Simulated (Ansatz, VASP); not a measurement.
# MgO in VASP and in Ansatz

The input INCAR:

```
SYSTEM = MgO
PREC = Accurate
ENCUT = 840
EDIFF = 1E-6
ISMEAR = 0
SIGMA = 0.05
LREAL = .False.
LASPH = .True.
NELM = 120
ALGO = Normal
ISIF = 2
LWAVE = .False.
LCHARG = .False.
NBANDS = 15
GGA_COMPAT = .False.
```

The input KPOINTS:

```
Automatic mesh
0
Gamma
  9 9 8
  0 0 0
```

File POSCAR:

```
MgO
1.0
    2.9380209034      0.0000000000      0.0000000000
   -1.4690104517      2.5825667503      0.0000000000
    0.0000000000      0.0000000000      2.6796800000
Mg O
1 1
Direct
    0.0000000000      0.0000000000      0.0000000000
    0.3333333333      0.6666666667      0.5000000000
```

Input for Ansatz:

```yaml
crystal:
  lattice:
    - [2.9380209034, 0.0, 0.0]
    - [-1.4690104517, 2.5825667503, 0.0]
    - [0.0, 0.0, 2.67968]
  atoms:
    - { symbol: Mg, position: [0.0, 0.0, 0.0] }
    - { symbol: O, position: [0.3333333333, 0.6666666667, 0.5] }
basis:
  ecutwfc: 420
kpoints:
  mp_grid: { grid: [9, 9, 8] }
hamiltonian:
  xc: lda
scf:
  occupations: { method: gaussian, width: 0.05 }
output:
  forces: true
  stress: true
  eigenvalues: true
```

Change from the starting cell: strain +0.0150 x Voigt [0, 1, 0, 0, 0, 0], atoms carried along.

Alike in both runs: task single point; functional LDA; k mesh 9 × 9 × 8; occupations gaussian, width 0.05 eV; no spin polarisation.

|  | VASP | Ansatz |
| --- | --- | --- |
| version | VASP 6.6.1 | Ansatz 0.2.0 |
| potentials or method | VASP PAW LDA potentials, release 64 (Mg_sv, O), cutoff 840 eV | scalar-relativistic, plane waves, PAW |
| valence electrons in the cell | 16 | 16 |

Ansatz gave:

* gap on the k mesh at the Fermi level (eV): 2.80
* least direct gap on the mesh (eV): 3.18
* pressure (GPa): -10.9
* traceless stress, the component that is largest in VASP (GPa): -2.36
* rms of the force components (eV/Å): 0.008

Task: What did VASP give for the same quantities?

Result: gap on the k mesh at the Fermi level (eV): 2.81; least direct gap on the mesh (eV): 3.19; pressure (GPa): -10.6; traceless stress, the component that is largest in VASP (GPa): -2.42; rms of the force components (eV/Å): 0.007.

LDA's correlation is that of Perdew and Zunger in VASP and of Perdew and Wang (1992) in Ansatz. Atom by atom the forces differ by 0.001 eV/Å (rms over components).
